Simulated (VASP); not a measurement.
Input of a VASP 6.6.1 run:

Contents of INCAR:

```
PREC     = Accurate       # precision mode
ENCUT    = 520            # plane-wave cutoff, eV
EDIFF    = 1E-6           # SCF threshold, eV
ISMEAR   = 0              # smearing method
SIGMA    = 0.1            # smearing width, eV
LREAL    = Auto         
LASPH    = T              # aspherical terms in the spheres
NELM     = 60             # most SCF steps
ALGO     = Normal         # electronic algorithm
ISIF     = 2              # what is computed and relaxed
LWAVE    = F              # write WAVECAR
LCHARG   = F              # write CHGCAR
LDIPOL   = T            
IDIPOL   = 3            
DIPOL    = 0.5 0.5 0.502
GGA      = PE             # functional
IVDW     = 12             # dispersion correction
IBRION   = 2              # ionic algorithm
NSW      = 90             # ionic steps
EDIFFG   = -0.03          # ionic threshold
KPAR     = 2
```

File KPOINTS:

```
Automatic mesh
0
Gamma
  3 3 1
```

The input POSCAR:

```
Ge4H
1.0
    8.0601468047      0.0000000000      0.0000000000
   -4.0300734024      6.9802918911      0.0000000000
    0.0000000000      0.0000000000     21.6431764424
Ge H
16 4
Selective dynamics
Direct
    0.6666666667      0.3333333333      0.4403235369  F F F
    0.6666666667      0.8333333333      0.4403235369  F F F
    0.1666666667      0.3333333333      0.4403235369  F F F
    0.1666666667      0.8333333333      0.4403235369  F F F
    0.5000000000      0.5000000000      0.4783325274  F F F
    0.5000000000      0.0000000000      0.4783325274  F F F
    0.0000000000      0.5000000000      0.4783325274  F F F
    0.0000000000      0.0000000000      0.4783325274  F F F
    0.0000000000      0.5000000000      0.5923594990  T T T
    0.0000000000      0.0000000000      0.5923594990  T T T
    0.5000000000      0.5000000000      0.5923594990  T T T
    0.5000000000      0.0000000000      0.5923594990  T T T
    0.8333333333      0.6666666667      0.6303684895  T T T
    0.8333333333      0.1666666667      0.6303684895  T T T
    0.3333333333      0.6666666667      0.6303684895  T T T
    0.3333333333      0.1666666667      0.6303684895  T T T
    0.6666666667      0.3333333333      0.3696315105  T T T
    0.6666666667      0.8333333333      0.3696315105  T T T
    0.1666666667      0.3333333333      0.3696315105  T T T
    0.1666666667      0.8333333333      0.3696315105  T T T
```

Potentials or basis: VASP PAW PBE potentials, release 64 (Ge_d, H).

Launch:

```sh
$ cat potpaw_PBE.64/Ge_d/POTCAR potpaw_PBE.64/H/POTCAR > POTCAR
$ mpirun -np 4 vasp_std > vasp.out
```

Question: What does it give for the band gap on the k mesh?

Answer: Zero (bands 114 and 115 overlap by 0.22 eV).

Question: Predict the dispersion energy per atom.

Answer: -0.176 eV.

Question: What does it give for the energy gained by relaxing?

Answer: 1.3 meV/atom.

The path:
| step | energy change (eV) | largest force on free atoms (eV/Å) | pressure (GPa) |
| --- | --- | --- | --- |
| 1 | 0.0000 | 0.4371 | 0.20 |
| 2 | -0.0232 | 0.1180 | 0.12 |
| 3 | -0.0252 | 0.0043 | 0.09 |
